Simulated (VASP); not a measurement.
# Sc2Al (P6_3/mmc) in VASP: further runs

The runs below take Sc2Al through single point, with PBEsol.

Everything below comes from runs of VASP 6.6.1. Logs are shortened: lines on timing, memory, paths and dates and some standing lists are left out, and cuts for length are marked.

## 1. The cell of the first run

Symmetry: P6_3/mmc, No. 194, hexagonal system. Conventional cell: a = 4.760 Å, b = 4.760 Å, c = 5.942 Å, α = 90.00°, β = 90.00°, γ = 120.00°. Within 3.9 Å of Sc (site symmetry -3m) lie 8 Sc at 2.97 to 3.12 Å and 6 Al at 3.12 Å. Sc (site symmetry -6m2) has 5 Al at 2.75 to 2.97 Å and 6 Sc at 3.12 Å within 3.6 Å. Al (site symmetry -6m2) has 11 Sc at 2.75 to 3.12 Å within 3.6 Å.

## 2. Single point, PBEsol (19.43 Å³/atom)

File INCAR:

```
PREC = Accurate ; ENCUT = 520
EDIFF = 1E-6 ; ISMEAR = 0
SIGMA = 0.1 ; LREAL = False
LASPH = True ; NELM = 80
ALGO = Fast ; ISIF = 2
LWAVE = False ; LCHARG = True
GGA = PS ; LELF = True
LVHAR = True ; NBANDS = 34
```

File KPOINTS:

```
regular mesh
0
Gamma
  12 12 6
```

File POSCAR:

```
Sc2Al
1.0
    4.7595187761      0.0000000000      0.0000000000
   -2.3797593881      4.1218641699      0.0000000000
    0.0000000000      0.0000000000      5.9420871481
Sc Al
4 2
Direct
    0.0000000000      0.0000000000      0.0000000000
    0.0000000000      0.0000000000      0.5000000000
    0.3333333333      0.6666666667      0.7500000000
    0.6666666667      0.3333333333      0.2500000000
    0.3333333333      0.6666666667      0.2500000000
    0.6666666667      0.3333333333      0.7500000000
```

Potentials or basis: VASP PAW PBE potentials, release 64 (Sc_sv, Al).

The run is started by

```sh
> cat potpaw_PBE.64/Sc_sv/POTCAR potpaw_PBE.64/Al/POTCAR > POTCAR
> mpirun -np 1 vasp_std > vasp.out
```

OUTCAR:

```text
PREC = Accurate
   ENCUT = 520
   EDIFF = 1E-6
   ISMEAR = 0
   LREAL = False
   LASPH = True
   NELM = 80
   ISIF = 2
   GGA = PS

 ion  position               nearest neighbor table
   1  0.000  0.000  0.000-   2 2.97   2 2.97   4 3.12   5 3.12   6 3.12   3 3.12   4 3.12   6 3.12
                             3 3.12   5 3.12   4 3.12   6 3.12   3 3.12   5 3.12
   2  0.000  0.000  0.500-   1 2.97   1 2.97   4 3.12   5 3.12   6 3.12   3 3.12   4 3.12   6 3.12
                             3 3.12   5 3.12   4 3.12   6 3.12   3 3.12   5 3.12
   3  0.333  0.667  0.750-   6 2.75   6 2.75   6 2.75   5 2.97   5 2.97   1 3.12   2 3.12   2 3.12
                             1 3.12   2 3.12   1 3.12
   4  0.667  0.333  0.250-   5 2.75   5 2.75   5 2.75   6 2.97   6 2.97   1 3.12   2 3.12   1 3.12
                             2 3.12   1 3.12   2 3.12
   5  0.333  0.667  0.250-   4 2.75   4 2.75   4 2.75   3 2.97   3 2.97   1 3.12   2 3.12   2 3.12
                             1 3.12   2 3.12   1 3.12
   6  0.667  0.333  0.750-   3 2.75   3 2.75   3 2.75   4 2.97   4 2.97   1 3.12   2 3.12   1 3.12
                             2 3.12   1 3.12   2 3.12

  LATTYP: Found a hexagonal cell.
 ALAT       =     4.7595187761
 C/A-ratio  =     1.2484638527

  Lattice vectors:

 A1 = (   4.7595187761,   0.0000000000,   0.0000000000)
 A2 = (  -2.3797593881,   4.1218641699,   0.0000000000)
 A3 = (   0.0000000000,   0.0000000000,   5.9420871481)

Analysis of symmetry for initial positions (statically):
=====================================================================
 Subroutine PRICEL returns:
 Original cell was already a primitive cell.

 Routine SETGRP: Setting up the symmetry group for a
 hexagonal supercell.

 Subroutine GETGRP returns: Found 24 space group operations
 (whereof 12 operations were pure point group operations)
 out of a pool of 24 trial point group operations.

The static configuration has the point symmetry D_3d.
 The point group associated with its full space group is D_6h.

Analysis of symmetry for dynamics (positions and initial velocities):
=====================================================================
 Subroutine PRICEL returns:
 Original cell was already a primitive cell.

 Routine SETGRP: Setting up the symmetry group for a
 hexagonal supercell.

 Subroutine GETGRP returns: Found 24 space group operations
 (whereof 12 operations were pure point group operations)
 out of a pool of 24 trial point group operations.

The dynamic configuration has the point symmetry D_3d.
 The point group associated with its full space group is D_6h.

 Subroutine INISYM returns: Found 24 space group operations
 (whereof 12 operations are pure point group operations),
 and found     1 'primitive' translations

----------------------------------------------------------------------------------------

                                     Primitive cell

  volume of cell :     116.5724

  direct lattice vectors                    reciprocal lattice vectors
     4.759518776  0.000000000  0.000000000     0.210105275  0.121304337  0.000000000
    -2.379759388  4.121864170  0.000000000     0.000000000  0.242608674  0.000000000
     0.000000000  0.000000000  5.942087148     0.000000000  0.000000000  0.168291036

  length of vectors
     4.759518776  4.759518776  5.942087148     0.242608674  0.242608674  0.168291036

  position of ions in fractional coordinates (direct lattice)
     0.000000000  0.000000000  0.000000000
     0.000000000  0.000000000  0.500000000
     0.333333333  0.666666667  0.750000000
     0.666666667  0.333333333  0.250000000
     0.333333333  0.666666667  0.250000000
     0.666666667  0.333333333  0.750000000

  ion indices of the primitive-cell ions
   primitive index   ion index
                 1           1
                 2           2
                 3           3
                 4           4
                 5           5
                 6           6

----------------------------------------------------------------------------------------

 KPOINTS: regular mesh

Automatic generation of k-mesh.
 Grid dimensions read from file:
 generate k-points for:   12   12    6

 Generating k-lattice:

  Cartesian coordinates                     Fractional coordinates (reciprocal lattice)
     0.017508773  0.010108695  0.000000000     0.083333333  0.000000000  0.000000000
     0.000000000  0.020217389  0.000000000     0.000000000  0.083333333  0.000000000
     0.000000000  0.000000000  0.028048506     0.000000000  0.000000000  0.166666667

  Length of vectors
     0.020217389  0.020217389  0.028048506

  Shift w.r.t. Gamma in fractional coordinates (k-lattice)
     0.000000000  0.000000000  0.000000000

 Subroutine IBZKPT returns following result:
 ===========================================

 Found     76 irreducible k-points:

 Following reciprocal coordinates:
            Coordinates               Weight
  0.000000  0.000000  0.000000      1.000000
[... 60 lines left out ...]
 Gauss-broadening in eV      SIGMA  =   0.10
  energy-cutoff  :      520.00
  volume of cell :      116.57
 maximum number of plane-waves:      3178
 NGX is ok and might be reduce to    36
   NGX = 17   NGY = 17   NGZ = 23

 number of electron      49.9999991 magnetization

 Free energy of the ion-electron system (eV)
  ---------------------------------------------------
  ext. energy  EPLUGINS =         0.00000000
  ---------------------------------------------------
  free energy    TOTEN  =       -36.61697297 eV

  energy without entropy =      -36.58111006  energy(sigma->0) =      -36.59904151

 E-fermi :   5.3618     XC(G=0): -10.5637

 val. band max:        5.3613454167   @ k =   0.2500   0.0833   0.1667
 cond. band min:       5.3643740112   @ k =   0.0833   0.0000   0.3333
 fundamental gap:      0.0030285945
 Fermi energy:         5.3617624374

 k-point     1 :       0.0000    0.0000    0.0000
  band No.  band energies     occupation
      1     -43.6705      2.00000
      2     -43.5832      2.00000
      3     -43.5538      2.00000
      4     -43.5324      2.00000
      5     -22.6228      2.00000
      6     -22.5372      2.00000
[... 26 lines left out ...]
     33       8.5208      0.00000
     34       9.0834      0.00000

 k-point     2 :       0.0833    0.0000    0.0000
  band No.  band energies     occupation
      1     -43.6692      2.00000
      2     -43.5831      2.00000
      3     -43.5539      2.00000
      4     -43.5336      2.00000
      5     -22.6290      2.00000
      6     -22.5410      2.00000
[... 26 lines left out ...]
     33       8.4520      0.00000
     34       9.1238      0.00000

 k-point     3 :       0.1667    0.0000    0.0000
  band No.  band energies     occupation
      1     -43.6657      2.00000
      2     -43.5831      2.00000
      3     -43.5540      2.00000
      4     -43.5370      2.00000
      5     -22.6451      2.00000
      6     -22.5507      2.00000
[... 26 lines left out ...]
     33       8.2384      0.00000
     34       8.3168      0.00000

 k-point     4 :       0.2500    0.0000    0.0000
  band No.  band energies     occupation
      1     -43.6606      2.00000
      2     -43.5830      2.00000
      3     -43.5542      2.00000
      4     -43.5418      2.00000
      5     -22.6651      2.00000
      6     -22.5629      2.00000
[... 26 lines left out ...]
     33       8.0107      0.00000
     34       8.1314      0.00000

 k-point     5 :       0.3333    0.0000    0.0000
  band No.  band energies     occupation
      1     -43.6550      2.00000
      2     -43.5830      2.00000
      3     -43.5547      2.00000
      4     -43.5469      2.00000
      5     -22.6829      2.00000
      6     -22.5742      2.00000
[... 621 lines left out ...]
 k-point    22 :       0.1667    0.0000    0.1667
  band No.  band energies     occupation
      1     -43.6610      2.00000
      2     -43.5913      2.00000
      3     -43.5502      2.00000
      4     -43.5373      2.00000
      5     -22.6148      2.00000
      6     -22.5430      2.00000
[... 26 lines left out ...]
     33       8.2273      0.00000
     34       8.4285      0.00000

 k-point    23 :       0.2500    0.0000    0.1667
  band No.  band energies     occupation
      1     -43.6560      2.00000
      2     -43.5902      2.00000
      3     -43.5515      2.00000
      4     -43.5420      2.00000
      5     -22.6354      2.00000
      6     -22.5546      2.00000
[... 26 lines left out ...]
     33       7.7713      0.00000
     34       8.1708      0.00000

 k-point    24 :       0.3333    0.0000    0.1667
  band No.  band energies     occupation
      1     -43.6506      2.00000
      2     -43.5891      2.00000
      3     -43.5529      2.00000
      4     -43.5470      2.00000
      5     -22.6534      2.00000
      6     -22.5654      2.00000
[... 26 lines left out ...]
     33       7.5702      0.00000
     34       8.1024      0.00000

 [... further k-points ...]
[... 5 lines left out ...]
  --------------------------------------------------------------------------------------
  -------------------------------------------------------------------------------------
  Total        3.8138754      3.8138754      3.7841727     -0.0000000      0.0000000     -0.0000000
  in kB       52.4181080     52.4181080     52.0098733     -0.0000000      0.0000000     -0.0000000
  external PRESSURE =      52.2820297 kB  Pullay stress =       0.0000000 kB

 VOLUME and BASIS-vectors are now :
 -----------------------------------------------------------------------------
  energy-cutoff  :      520.00
  volume of cell :      116.57
      direct lattice vectors                 reciprocal lattice vectors
     4.759518776  0.000000000  0.000000000     0.210105275  0.121304337  0.000000000
    -2.379759388  4.121864170  0.000000000     0.000000000  0.242608674  0.000000000
     0.000000000  0.000000000  5.942087148     0.000000000  0.000000000  0.168291036

 POSITION                                       TOTAL-FORCE (eV/Angst)
 -----------------------------------------------------------------------------------
      0.00000      0.00000      0.00000        -0.000000      0.000000      0.000000
      0.00000      0.00000      2.97104         0.000000      0.000000      0.000000
     -0.00000      2.74791      4.45657        -0.000000     -0.000000      0.000000
      2.37976      1.37395      1.48552         0.000000      0.000000      0.000000
     -0.00000      2.74791      1.48552         0.000000      0.000000      0.000000
      2.37976      1.37395      4.45657        -0.000000     -0.000000      0.000000
 -----------------------------------------------------------------------------------
    total drift:                               -0.000000      0.000000     -0.000000

  FREE ENERGIE OF THE ION-ELECTRON SYSTEM (eV)
  ---------------------------------------------------
  free  energy   TOTEN  =       -36.6169729680 eV

  energy  without entropy=      -36.5811100591  energy(sigma->0) =      -36.59904151
```

It took 16 min on 1 thread of Intel Xeon 8259CL, shared host; peak memory 0.4 GiB.

What came out:

```
Free energy            : -36.6170 eV
Pressure               : 5.2 GPa
Band gap on the k mesh : zero (bands 25 and 26 overlap by 0.84 eV)
```

Levels at points of the mesh, in eV from the Fermi level:
```
           k point  band 21  band 22  band 23  band 24  band 25  band 26  band 27  band 28  band 29  band 30
(0.00, 0.00, 0.00)    -1.95    -0.74    -0.67    -0.67    -0.47    -0.47    -0.06    -0.06     2.14     2.20
(0.50, 0.00, 0.00)    -1.22    -1.18    -0.91    -0.78    -0.73     0.21     0.37     0.85     1.27     1.36
(0.00, 0.00, 0.50)    -1.60    -1.60    -1.08    -1.08     0.10     0.10     0.10     0.10     1.73     1.73
(0.50, 0.00, 0.50)    -1.15    -1.15    -0.89    -0.89     0.22     0.22     0.52     0.52     1.25     1.25
```

Caveat: the cell stands under pressure; the PAW data sets were made with another functional, which shifts forces and pressure a little.

## 3. Single point, PBEsol (20.05 Å³/atom)

This run uses another cell than the first one, of 20.05 Å³/atom.

File INCAR:

```
ALGO = Fast ; EDIFF = 1E-7
ENCUT = 520 ; GGA = PS
ISIF = 2 ; ISMEAR = 0
LASPH = T ; LCHARG = T
LELF = T ; LREAL = F
LVHAR = T ; LWAVE = F
NBANDS = 34 ; NELM = 60
PREC = Accurate ; SIGMA = 0.1
```

File KPOINTS:

```
k-points
0
Gamma
  12 12 6
```

Changes to POSCAR since step 2:

```diff
@@ -2,5 +2,5 @@
 1.0
-    4.7595187761      0.0000000000      0.0000000000
-   -2.3797593881      4.1218641699      0.0000000000
-    0.0000000000      0.0000000000      5.9420871481
+    4.8055459718      0.0000000000      0.0000000000
+   -2.4027729859      4.1617248907      0.0000000000
+    0.0000000000      0.0000000000      6.0148321723
 Sc Al
```

Potentials or basis: VASP PAW PBE potentials, release 64 (Sc_sv, Al).

The run is started by

```sh
> cat potpaw_PBE.64/Sc_sv/POTCAR potpaw_PBE.64/Al/POTCAR > POTCAR
> mpirun -np 1 vasp_std > vasp.out
```

It took 13 min on 1 thread of Intel Xeon 8259CL, shared host; peak memory 0.41 GiB.

It converged, with:

| Item | Value |
| --- | --- |
| Free energy | -36.7073 eV |
| Pressure | 2.5 GPa |
| Band gap on the k mesh | zero (bands 25 and 26 overlap by 0.80 eV) |

Levels at points of the mesh, in eV from the Fermi level:
```
           k point  band 21  band 22  band 23  band 24  band 25  band 26  band 27  band 28  band 29  band 30
(0.00, 0.00, 0.00)    -1.89    -0.72    -0.66    -0.66    -0.44    -0.44    -0.06    -0.06     2.02     2.12
(0.50, 0.00, 0.00)    -1.23    -1.17    -0.96    -0.81    -0.70     0.22     0.37     0.84     1.21     1.32
(0.00, 0.00, 0.50)    -1.55    -1.55    -1.08    -1.08     0.10     0.10     0.10     0.10     1.64     1.64
(0.50, 0.00, 0.50)    -1.14    -1.14    -0.88    -0.88     0.21     0.21     0.51     0.51     1.21     1.21
```

Caveat: the PAW data sets were made with another functional, which shifts forces and pressure a little.

## 4. Single point, PBEsol (21.29 Å³/atom)

This run uses another cell than the first one, of 21.29 Å³/atom.

File INCAR:

```
PREC     = Accurate       # precision mode
ENCUT    = 520            # plane-wave cutoff, eV
EDIFF    = 1E-6           # SCF threshold, eV
ISMEAR   = 0              # smearing method
SIGMA    = 0.1            # smearing width, eV
LREAL    = False          # projectors in reciprocal space
LASPH    = True           # aspherical terms in the spheres
NELM     = 100            # most SCF steps
ALGO     = Fast           # electronic algorithm
ISIF     = 2              # what is computed and relaxed
LWAVE    = False          # write WAVECAR
LCHARG   = True           # write CHGCAR
GGA      = PS             # functional
LELF     = True           # ELF
LVHAR    = True         
NBANDS   = 34             # bands
```

File KPOINTS:

```
Automatic mesh
0
Gamma
  12 12 6
```

Changes to POSCAR since step 3:

```diff
@@ -2,5 +2,5 @@
 1.0
-    4.8055459718      0.0000000000      0.0000000000
-   -2.4027729859      4.1617248907      0.0000000000
-    0.0000000000      0.0000000000      6.0148321723
+    4.8937461312      0.0000000000      0.0000000000
+   -2.4468730656      4.2381084693      0.0000000000
+    0.0000000000      0.0000000000      6.1587362380
 Sc Al
```

The run is started by

```sh
> cat potpaw_PBE.64/Sc_sv/POTCAR potpaw_PBE.64/Al/POTCAR > POTCAR
> mpirun -np 1 vasp_std > vasp.out
```

Run time: 9.9 min. Hardware: 1 thread of Intel Xeon 8259CL, shared host; peak memory 0.42 GiB.

The run converged. Its results:

```
Free energy            : -36.7166 eV
Pressure               : -2.0 GPa
Band gap on the k mesh : zero (bands 25 and 26 overlap by 0.72 eV)
```

Stress tensor (GPa, compression positive):
```
-1.98  0.00  0.00
 0.00 -1.98  0.00
 0.00  0.00 -2.13
```

Levels at points of the mesh, in eV from the Fermi level:
```tsv
k point	band 21	band 22	band 23	band 24	band 25	band 26	band 27	band 28	band 29	band 30
(0.00, 0.00, 0.00)	-1.78	-0.67	-0.66	-0.66	-0.38	-0.38	-0.06	-0.06	1.80	1.98
(0.50, 0.00, 0.00)	-1.24	-1.14	-1.06	-0.85	-0.66	0.22	0.37	0.82	1.10	1.23
(0.00, 0.00, 0.50)	-1.46	-1.46	-1.06	-1.06	0.09	0.09	0.09	0.09	1.48	1.48
(0.50, 0.00, 0.50)	-1.13	-1.13	-0.88	-0.88	0.18	0.18	0.50	0.50	1.13	1.13
```

Caveat: the PAW data sets were made with another functional, which shifts forces and pressure a little.

## 5. Single point, PBEsol (21.91 Å³/atom)

This run uses another cell than the first one, of 21.91 Å³/atom.

File INCAR:

```
SYSTEM = Sc2Al
ALGO = Fast
EDIFF = 1E-6
ENCUT = 520
GGA = PS
ISIF = 2
ISMEAR = 0
LASPH = .True.
LCHARG = .False.
LREAL = .False.
LWAVE = .False.
NBANDS = 34
NELM = 60
PREC = Accurate
SIGMA = 0.1
```

File KPOINTS:

```
k-points
0
Gamma
  12 12 6
  0 0 0
```

Changes to POSCAR since step 4:

```diff
@@ -2,5 +2,5 @@
 1.0
-    4.8937461312      0.0000000000      0.0000000000
-   -2.4468730656      4.2381084693      0.0000000000
-    0.0000000000      0.0000000000      6.1587362380
+    4.9408042693      0.0000000000      0.0000000000
+   -2.4704021346      4.2788620123      0.0000000000
+    0.0000000000      0.0000000000      6.2179584886
 Sc Al
```

The run is started by

```sh
> cat potpaw_PBE.64/Sc_sv/POTCAR potpaw_PBE.64/Al/POTCAR > POTCAR
> mpirun -np 1 vasp_std > vasp.out
```

Run time: 12 min. Hardware: 1 thread of Intel Xeon 8259CL, shared host; peak memory 0.43 GiB.

Results (log left out):

```
Free energy            : -36.6502 eV
Pressure               : -3.8 GPa
Band gap on the k mesh : zero (bands 25 and 26 overlap by 0.69 eV)
```

Stress tensor (GPa, compression positive):
```
-3.82  0.00  0.00
 0.00 -3.82  0.00
 0.00  0.00 -3.71
```

Levels at points of the mesh, in eV from the Fermi level:
```csv
k point,band 22,band 23,band 24,band 25,band 26,band 27,band 28,band 29
"(0.00, 0.00, 0.00)",-0.65,-0.65,-0.65,-0.35,-0.35,-0.06,-0.06,1.70
"(0.50, 0.00, 0.00)",-1.12,-1.09,-0.87,-0.64,0.23,0.36,0.81,1.06
"(0.00, 0.00, 0.50)",-1.42,-1.04,-1.04,0.09,0.09,0.09,0.09,1.40
"(0.50, 0.00, 0.50)",-1.11,-0.87,-0.87,0.17,0.17,0.49,0.49,1.10
```

Caveat: the cell stands under tension; the PAW data sets were made with another functional, which shifts forces and pressure a little.

## 6. The runs side by side

| cell | further INCAR settings | gap on the mesh (eV) | pressure (GPa) |
| --- | --- | --- | --- |
| a = 4.760, b = 4.760, c = 5.942 Å, angles 90.0, 90.0, 120.0°, 6 atoms | ALGO = Fast; EDIFF = 1e-06; NBANDS = 34 | none | 5.2 |
| a = 4.806, b = 4.806, c = 6.015 Å, angles 90.0, 90.0, 120.0°, 6 atoms | ALGO = Fast; EDIFF = 1e-07; NBANDS = 34 | none | 2.5 |
| a = 4.894, b = 4.894, c = 6.159 Å, angles 90.0, 90.0, 120.0°, 6 atoms | ALGO = Fast; EDIFF = 1e-06; NBANDS = 34 | none | -2.0 |
| a = 4.941, b = 4.941, c = 6.218 Å, angles 90.0, 90.0, 120.0°, 6 atoms | ALGO = Fast; EDIFF = 1e-06; NBANDS = 34 | none | -3.8 |

Alike in all rows: task single point; level PBEsol; potentials or basis VASP PAW PBE potentials, release 64 (Sc_sv, Al); no spin polarisation; k mesh 12 × 12 × 6; cutoff (eV) 520; smearing gaussian 0.1 eV.

Caveats: the PAW data sets were made with another functional, which shifts forces and pressure a little; the cell stands under pressure (at least some runs); the cell stands under tension (at least some runs).

Absolute energies hang on the potentials; compare differences alone.
